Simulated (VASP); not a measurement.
# BiPdC4 (F-43m) in VASP: single point with PBE

Aim: the single point of BiPdC4 with PBE.

Everything below comes from runs of VASP 6.6.1. Logs are shortened: lines on timing, memory, paths and dates and some standing lists are left out, and cuts for length are marked.

## (1) The cell of the first run

Symmetry: F-43m, No. 216, cubic system. Conventional cell: a = 6.734 Å, b = 6.734 Å, c = 6.734 Å, α = 90.00°, β = 90.00°, γ = 90.00°. Within 3.8 Å of Bi (site symmetry -43m) lie 12 C at 2.91 Å and 4 Pd at 2.92 Å. Pd (site symmetry -43m) has 12 C at 2.75 Å and 4 Bi at 2.92 Å within 3.6 Å. Within 2.1 Å of C (site symmetry 3m) lie 3 C at 1.60 Å.

## (2) Single point, PBE

File INCAR:

```
PREC     = Accurate       # precision mode
ENCUT    = 700            # plane-wave cutoff, eV
EDIFF    = 1E-6           # SCF threshold, eV
ISMEAR   = 0              # smearing method
SIGMA    = 0.1            # smearing width, eV
LREAL    = False          # projectors in reciprocal space
LASPH    = True           # aspherical terms in the spheres
NELM     = 120            # most SCF steps
ALGO     = Normal         # electronic algorithm
ISIF     = 2              # what is computed and relaxed
LWAVE    = False          # write WAVECAR
LCHARG   = False          # write CHGCAR
GGA      = PE             # functional
NBANDS   = 34             # bands
GGA_COMPAT= False
```

File KPOINTS:

```
Automatic mesh
0
Gamma
  10 10 10
```

File POSCAR:

```
BiPdC4
1.0
    0.0000000000      3.3670178453      3.3670178453
    3.3670178453      0.0000000000      3.3670178453
    3.3670178453      3.3670178453      0.0000000000
Bi Pd C
1 1 4
Direct
    0.0000000000      0.0000000000      0.0000000000
    0.7500000000      0.7500000000      0.7500000000
    0.4159174488      0.7522476535      0.4159174488
    0.4159174488      0.4159174488      0.7522476535
    0.4159174488      0.4159174488      0.4159174488
    0.7522476535      0.4159174488      0.4159174488
```

Potentials or basis: VASP PAW PBE potentials, release 64 (Bi_d, Pd_sv_GW, C).

Run with:

```sh
> cat potpaw_PBE.64/Bi_d/POTCAR potpaw_PBE.64/Pd_sv_GW/POTCAR potpaw_PBE.64/C/POTCAR > POTCAR
> mpirun -np 1 vasp_std > vasp.out
```

OUTCAR:

```text
PREC = Accurate
   ENCUT = 700
   EDIFF = 1E-6
   ISMEAR = 0
   LREAL = False
   LASPH = True
   NELM = 120
   ISIF = 2
   GGA = PE

 ion  position               nearest neighbor table
   1  0.000  0.000  0.000-   3 2.91   4 2.91   6 2.91   5 2.91   5 2.91   5 2.91   4 2.91   3 2.91
                             6 2.91   3 2.91   4 2.91   6 2.91   2 2.92   2 2.92   2 2.92   2 2.92
   2  0.750  0.750  0.750-   1 2.92   1 2.92   1 2.92   1 2.92
   3  0.416  0.752  0.416-   4 1.60   5 1.60   6 1.60   1 2.91   1 2.91   1 2.91
   4  0.416  0.416  0.752-   3 1.60   5 1.60   6 1.60   1 2.91   1 2.91   1 2.91
   5  0.416  0.416  0.416-   3 1.60   4 1.60   6 1.60   1 2.91   1 2.91   1 2.91
   6  0.752  0.416  0.416-   3 1.60   4 1.60   5 1.60   1 2.91   1 2.91   1 2.91

  LATTYP: Found a face centered cubic cell.
 ALAT       =     6.7340356906

  Lattice vectors:

 A1 = (   0.0000000000,   3.3670178453,   3.3670178453)
 A2 = (   3.3670178453,   0.0000000000,   3.3670178453)
 A3 = (   3.3670178453,   3.3670178453,   0.0000000000)

Analysis of symmetry for initial positions (statically):
=====================================================================
 Subroutine PRICEL returns:
 Original cell was already a primitive cell.

 Routine SETGRP: Setting up the symmetry group for a
 face centered cubic supercell.

 Subroutine GETGRP returns: Found 24 space group operations
 (whereof 24 operations were pure point group operations)
 out of a pool of 48 trial point group operations.

The static configuration has the point symmetry T_d .

Analysis of symmetry for dynamics (positions and initial velocities):
=====================================================================
 Subroutine PRICEL returns:
 Original cell was already a primitive cell.

 Routine SETGRP: Setting up the symmetry group for a
 face centered cubic supercell.

 Subroutine GETGRP returns: Found 24 space group operations
 (whereof 24 operations were pure point group operations)
 out of a pool of 48 trial point group operations.

The dynamic configuration has the point symmetry T_d .

 Subroutine INISYM returns: Found 24 space group operations
 (whereof 24 operations are pure point group operations),
 and found     1 'primitive' translations

----------------------------------------------------------------------------------------

                                     Primitive cell

  volume of cell :      76.3425

  direct lattice vectors                    reciprocal lattice vectors
     0.000000000  3.367017845  3.367017845    -0.148499361  0.148499361  0.148499361
     3.367017845  0.000000000  3.367017845     0.148499361 -0.148499361  0.148499361
     3.367017845  3.367017845  0.000000000     0.148499361  0.148499361 -0.148499361

  length of vectors
     4.761682302  4.761682302  4.761682302     0.257208439  0.257208439  0.257208439

  position of ions in fractional coordinates (direct lattice)
     0.000000000  0.000000000  0.000000000
     0.750000000  0.750000000  0.750000000
     0.415917449  0.752247653  0.415917449
     0.415917449  0.415917449  0.752247653
     0.415917449  0.415917449  0.415917449
     0.752247653  0.415917449  0.415917449

  ion indices of the primitive-cell ions
   primitive index   ion index
                 1           1
                 2           2
                 3           3
                 4           4
                 5           5
                 6           6

----------------------------------------------------------------------------------------

 KPOINTS: Automatic mesh

Automatic generation of k-mesh.
 Grid dimensions read from file:
 generate k-points for:   10   10   10

 Generating k-lattice:

  Cartesian coordinates                     Fractional coordinates (reciprocal lattice)
    -0.014849936  0.014849936  0.014849936     0.100000000  0.000000000  0.000000000
     0.014849936 -0.014849936  0.014849936     0.000000000  0.100000000  0.000000000
     0.014849936  0.014849936 -0.014849936     0.000000000  0.000000000  0.100000000

  Length of vectors
     0.025720844  0.025720844  0.025720844

  Shift w.r.t. Gamma in fractional coordinates (k-lattice)
     0.000000000  0.000000000  0.000000000

 Subroutine IBZKPT returns following result:
 ===========================================

 Found     47 irreducible k-points:

 Following reciprocal coordinates:
            Coordinates               Weight
  0.000000  0.000000  0.000000      1.000000
  0.100000  0.000000  0.000000      8.000000
  0.200000  0.000000  0.000000      8.000000
  0.300000  0.000000  0.000000      8.000000
  0.400000  0.000000  0.000000      8.000000
  0.500000  0.000000  0.000000      4.000000
[... 16 lines left out ...]
  0.300000  0.300000  0.000000      6.000000
  0.400000  0.300000  0.000000     24.000000
 [... further k-points ...]
   k-points           NKPTS =     47   k-points in BZ     NKDIM =     47   number of bands    NBANDS=     34
   number of dos      NEDOS =    301   number of ions     NIONS =      6
   total plane-waves  NPLWV =  74088
   dimension x,y,z NGX =    42 NGY =   42 NGZ =   42
   dimension x,y,z NGXF=    84 NGYF=   84 NGZF=   84
   ions per type =               1   1   4
   NGX,Y,Z   is equivalent  to a cutoff of  14.66, 14.66, 14.66 a.u.
   NGXF,Y,Z  is equivalent  to a cutoff of  29.33, 29.33, 29.33 a.u.
 SYSTEM =  unknown system
   PREC   = accura    normal or accurate (medium, high low for compatibility)
   ISTART =      0    job   : 0-new  1-cont  2-samecut
   ICHARG =      2    charge: 1-file 2-atom 10-const
   ISPIN  =      1    spin polarized calculation?
   LNONCOLLINEAR =      F non collinear calculations
   LSORBIT =      F    spin-orbit coupling
   LASPH  =      T    aspherical Exc in radial PAW
   ENCUT  =  700.0 eV  51.45 Ry    7.17 a.u.  10.27 10.27 10.27*2*pi/ulx,y,z
   NELM   =    120;   NELMIN=  2; NELMDL= -5     # of ELM steps
   EDIFF  = 0.1E-05   stopping-criterion for ELM
   LREAL  =      F    real-space projection
   EDIFFG = 0.1E-04   stopping-criterion for IOM
   NSW    =      0    number of steps for IOM
   IBRION =     -1    ionic relax: 0-MD 1-quasi-New 2-CG
   NFREE  =      0    steps in history (QN), initial steepest desc. (CG)
   ISIF   =      2    stress and relaxation
   ISYM   =      2    0-nonsym 1-usesym 2-fastsym
   POTIM  = 0.5000    time-step for ionic-motion
   TEBEG  =    0.0;   TEEND  =   0.0 temperature during run
   PSTRESS=    0.0 pullay stress
   NELECT =      49.0000    total number of electrons
   NUPDOWN=      -1.0000    fix difference up-down
   EMIN   =  10.00;   EMAX   =-10.00  energy-range for DOS
   EFERMI =   0.00;   METHOD = LEGACY
   ISMEAR =     0;   SIGMA  =   0.10  broadening in eV -4-tet -1-fermi 0-gaus
   EFERMI_NEDOS =   21; number of points for ismear=-14 and -15
   IALGO  =     38    algorithm
   IMIX   =      4    mixing-type and parameters
     AMIX     =   0.40;   BMIX     =  1.00
     AMIX_MAG =   1.60;   BMIX_MAG =  1.00
  volume/ion in A,a.u.               =      12.72        85.86
  Fermi-wavevector in a.u.,A,eV,Ry     =   1.412163  2.668601 27.132790  1.994204
  Thomas-Fermi vector in A             =   2.533940
   LORBIT       =      0    0 simple, 1 ext, 2 COOP (PROOUT), +10 PAW based schemes
   GGA     = PE    functional components
   LHFCALC =     F    Hartree Fock is set to
   AEXX    =    0.0000 exact exchange contribution
   IVDW    =     0    specifies the selected vdW correction
   LEPSILON=     F    determine dielectric tensor
   LRPA    =     F    only Hartree local field effects (RPA)
 non-spin polarized calculation
 Gauss-broadening in eV      SIGMA  =   0.10
  energy-cutoff  :      700.00
  volume of cell :       76.34
 maximum number of plane-waves:      3250
 NGX is ok and might be reduce to    42
   NGX = 21   NGY = 21   NGZ = 21

 number of electron      49.0000002 magnetization

 Free energy of the ion-electron system (eV)
  ---------------------------------------------------
  ext. energy  EPLUGINS =         0.00000000
  ---------------------------------------------------
  free energy    TOTEN  =       -31.38528196 eV

  energy without entropy =      -31.33326545  energy(sigma->0) =      -31.35927371

 E-fermi :   6.4612     XC(G=0): -11.5309

 val. band max:        6.4558887003   @ k =  -0.2000   0.3000   0.1000
 cond. band min:       6.4669483852   @ k =   0.2000   0.1000   0.0000
 fundamental gap:      0.0110596849
 Fermi energy:         6.4611645934

 k-point     1 :       0.0000    0.0000    0.0000
  band No.  band energies     occupation
      1     -77.0679      2.00000
      2     -42.8487      2.00000
      3     -42.8487      2.00000
      4     -42.8487      2.00000
      5     -16.4578      2.00000
      6     -16.4578      2.00000
[... 26 lines left out ...]
     33      14.4917      0.00000
     34      14.4917      0.00000

 k-point     2 :       0.1000    0.0000    0.0000
  band No.  band energies     occupation
      1     -77.0678      2.00000
      2     -42.8487      2.00000
      3     -42.8487      2.00000
      4     -42.8487      2.00000
      5     -16.4578      2.00000
      6     -16.4575      2.00000
[... 26 lines left out ...]
     33      14.4021      0.00000
     34      14.8395      0.00000

 k-point     3 :       0.2000    0.0000    0.0000
  band No.  band energies     occupation
      1     -77.0678      2.00000
      2     -42.8488      2.00000
      3     -42.8487      2.00000
      4     -42.8487      2.00000
      5     -16.4580      2.00000
      6     -16.4569      2.00000
[... 26 lines left out ...]
     33      14.5000      0.00000
     34      15.2769      0.00000

 k-point     4 :       0.3000    0.0000    0.0000
  band No.  band energies     occupation
      1     -77.0678      2.00000
      2     -42.8489      2.00000
      3     -42.8487      2.00000
      4     -42.8487      2.00000
      5     -16.4582      2.00000
      6     -16.4562      2.00000
[... 26 lines left out ...]
     33      15.4299      0.00000
     34      15.7132      0.00000

 k-point     5 :       0.4000    0.0000    0.0000
  band No.  band energies     occupation
      1     -77.0679      2.00000
      2     -42.8490      2.00000
      3     -42.8487      2.00000
      4     -42.8487      2.00000
      5     -16.4584      2.00000
      6     -16.4558      2.00000
[... 621 lines left out ...]
 k-point    22 :      -0.2000    0.2000    0.0000
  band No.  band energies     occupation
      1     -77.0678      2.00000
      2     -42.8489      2.00000
      3     -42.8488      2.00000
      4     -42.8487      2.00000
      5     -16.4579      2.00000
      6     -16.4561      2.00000
[... 26 lines left out ...]
     33      14.9876      0.00000
     34      15.7283      0.00000

 k-point    23 :       0.3000    0.3000    0.0000
  band No.  band energies     occupation
      1     -77.0679      2.00000
      2     -42.8489      2.00000
      3     -42.8487      2.00000
      4     -42.8487      2.00000
      5     -16.4609      2.00000
      6     -16.4540      2.00000
[... 26 lines left out ...]
     33      14.9444      0.00000
     34      15.8340      0.00000

 k-point    24 :       0.4000    0.3000    0.0000
  band No.  band energies     occupation
      1     -77.0678      2.00000
      2     -42.8490      2.00000
      3     -42.8488      2.00000
      4     -42.8488      2.00000
      5     -16.4611      2.00000
      6     -16.4543      2.00000
[... 26 lines left out ...]
     33      15.4297      0.00000
     34      16.1121      0.00000

 [... further k-points ...]

------------------------ aborting loop because EDIFF is reached ----------------------------------------

  FORCE on cell =-STRESS in cart. coord.  units (eV):
  Direction    XX          YY          ZZ          XY          YZ          ZX
  --------------------------------------------------------------------------------------
  -------------------------------------------------------------------------------------
  Total        0.0234924      0.0234924      0.0234924      0.0000000      0.0000000      0.0000000
  in kB        0.4930292      0.4930292      0.4930292      0.0000000      0.0000000      0.0000000
  external PRESSURE =       0.4930292 kB  Pullay stress =       0.0000000 kB

 VOLUME and BASIS-vectors are now :
 -----------------------------------------------------------------------------
  energy-cutoff  :      700.00
  volume of cell :       76.34
      direct lattice vectors                 reciprocal lattice vectors
     0.000000000  3.367017845  3.367017845    -0.148499361  0.148499361  0.148499361
     3.367017845  0.000000000  3.367017845     0.148499361 -0.148499361  0.148499361
     3.367017845  3.367017845  0.000000000     0.148499361  0.148499361 -0.148499361

 POSITION                                       TOTAL-FORCE (eV/Angst)
 -----------------------------------------------------------------------------------
      0.00000      0.00000      0.00000        -0.000000     -0.000000      0.000000
      5.05053      5.05053      5.05053        -0.000000     -0.000000      0.000000
      3.93323      2.80080      3.93323         0.043728     -0.043728      0.043728
      3.93323      3.93323      2.80080         0.043728      0.043728     -0.043728
      2.80080      2.80080      2.80080        -0.043728     -0.043728     -0.043728
      2.80080      3.93323      3.93323        -0.043728      0.043728      0.043728
 -----------------------------------------------------------------------------------
    total drift:                                0.000000      0.000000      0.000000

  FREE ENERGIE OF THE ION-ELECTRON SYSTEM (eV)
  ---------------------------------------------------
  free  energy   TOTEN  =       -31.3852819647 eV

  energy  without entropy=      -31.3332654550  energy(sigma->0) =      -31.35927371
```

Wall time 4.7 min (1 thread of Intel Xeon Platinum 8375C at 2.90GHz (Ice Lake), shared host); peak memory 0.4 GiB.

What came out:

| Quantity | Value |
| --- | --- |
| Free energy | -31.3853 eV |
| Pressure | 0.0 GPa |
| Largest force | 0.076 eV/Å |
| Band gap on the k mesh | zero (an odd number of electrons rules out a gap without spin polarisation) |

Forces in eV/Å, atoms in the order of the input:
```
Bi   0.000  0.000  0.000
Pd   0.000  0.000  0.000
C    0.044 -0.044  0.044
C    0.044  0.044 -0.044
C   -0.044 -0.044 -0.044
C   -0.044  0.044  0.044
```

Caveat: spin-orbit coupling is left out, which moves the levels of the heavy elements; an odd number of electrons without spin polarisation forces a metal; a magnetic or distorted state may lie lower.
